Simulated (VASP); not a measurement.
## HfC: single point with PBEsol

The system is HfC.

```
Hf C
1.0
     0.00000    2.32500    2.32500
     2.32500    0.00000    2.32500
     2.32500    2.32500    0.00000
Hf C
1 1
Cartesian
  2.3250 2.3250 2.3250
  0.0000 0.0000 0.0000
```

- Program: VASP 6.6.1
- Task: single point
- Functional: PBEsol
- Potentials or basis: VASP PAW PBE potentials, release 64 (Hf_pv, C)
- Cutoff: 520 eV
- k mesh: 10 × 10 × 10
- Occupations: fermi-dirac, width 0.01 eV
- Spin: no spin polarisation
- Dipole correction: no
- Further INCAR settings: ALGO = Normal; EDIFF = 1e-07; NBANDS = 14

```
Pressure               : -7.0 GPa
Band gap on the k mesh : zero (band 7 reaches 6.83 eV, above the bottom of band 8 at 5.41 eV)
```

Levels at points of the mesh, in eV from the Fermi level:
```
           k point  band 5  band 6  band 7  band 8  band 9  band 10
(0.00, 0.00, 0.00)    1.00    1.00    1.00    1.32    1.32     1.32
(0.50, 0.00, 0.00)   -6.20   -3.01   -3.01    5.27    5.27     5.74
(0.50, 0.50, 0.00)   -2.61   -1.85   -0.10   -0.10    5.27     6.70
```

Wall time 16 s on 1 thread of Intel Xeon 8259CL, with other jobs on the host, peak memory 0.15 GiB.

Caveat: the PAW data sets were made with another functional, which shifts forces and pressure a little; spin-orbit coupling is left out, which moves the levels of the heavy elements.
